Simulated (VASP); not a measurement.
Runs of VASP 6.6.1 on MgS. The structure is that of space group Fm-3m (No. 225), or close to it. The cells are those of the table. 

```csv
task,level,cell,gap on the mesh (eV),pressure (GPa)
electric field gradients,PBE,"a = 3.679 Å, angles 60.0°, 2 atoms",2.78,0.9
electric field gradients,PBE,"a = 3.740 Å, angles 60.0°, 2 atoms",(a),-2.6
single point,PBE,"a = 3.719, b = 3.719, c = 3.608 Å, angles 61.0, 61.0, 58.0°, 2 atoms",2.56,1.4
electric field gradients,r2SCAN,"a = 3.679 Å, angles 60.0°, 2 atoms",3.43,-0.5
single point,PBE,"a = 3.679 Å, angles 60.0°, 2 atoms",2.78,0.9
electric field gradients,PBE,"a = 3.719, b = 3.719, c = 3.608 Å, angles 61.0, 61.0, 58.0°, 2 atoms",2.56,1.4
```

Alike in all rows: potentials or basis VASP PAW PBE potentials, release 64 (Mg, S); no spin polarisation; k mesh 10 × 10 × 10; cutoff (eV) 520; smearing fermi-dirac 0.03 eV.

Question: Fill in the values left out.

Answer: (a) 2.67.

Caveats: the PAW data sets were made with another functional, which shifts forces and pressure a little (some runs).

A k mesh can miss the band edges.
